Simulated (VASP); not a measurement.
A run of VASP 6.6.1 is set up as follows.

Contents of POSCAR:

```
Rh
1.0
    0.0000000000      1.9149890286      1.9149890286
    1.9149890286      0.0000000000      1.9149890286
    1.9149890286      1.9149890286      0.0000000000
Rh
1
Direct
    0.0000000000      0.0000000000      0.0000000000
```

File INCAR.step1:

```
SYSTEM = Rh
PREC = Accurate ; ENCUT = 520
ISMEAR = 0 ; SIGMA = 0.1
LREAL = .False. ; LASPH = .True.
NELM = 100 ; NBANDS = 14
GGA = PE ; ALGO = Normal
EDIFF = 1E-4 ; LWAVE = .True.
LCHARG = .False.
```

File INCAR.step2:

```
SYSTEM = Rh
PREC = Accurate ; ENCUT = 520
EDIFF = 1E-7 ; ISMEAR = 0
SIGMA = 0.1 ; LREAL = .False.
LASPH = .True. ; NELM = 100
ALGO = Normal ; ISIF = 2
LWAVE = .False. ; LCHARG = .True.
METAGGA = R2SCAN ; LMIXTAU = .True.
LELF = .True. ; LVHAR = .True.
NBANDS = 14 ; ISTART = 1
```

KPOINTS

```
regular mesh
0
Gamma
  18 18 18
  0 0 0
```

Potentials or basis: VASP PAW PBE potentials, release 64 (Rh_pv).

Launch:

```sh
$ cat potpaw_PBE.64/Rh_pv/POTCAR > POTCAR
$ cp INCAR.step1 INCAR
$ mpirun -np 1 vasp_std > vasp.out
$ cp INCAR.step2 INCAR
$ mpirun -np 1 vasp_std > vasp.out
```

(1) Predict the pressure.

## Answers

(1) -5.2 GPa.

Caveat: the PAW data sets were made with another functional, which shifts forces and pressure a little.
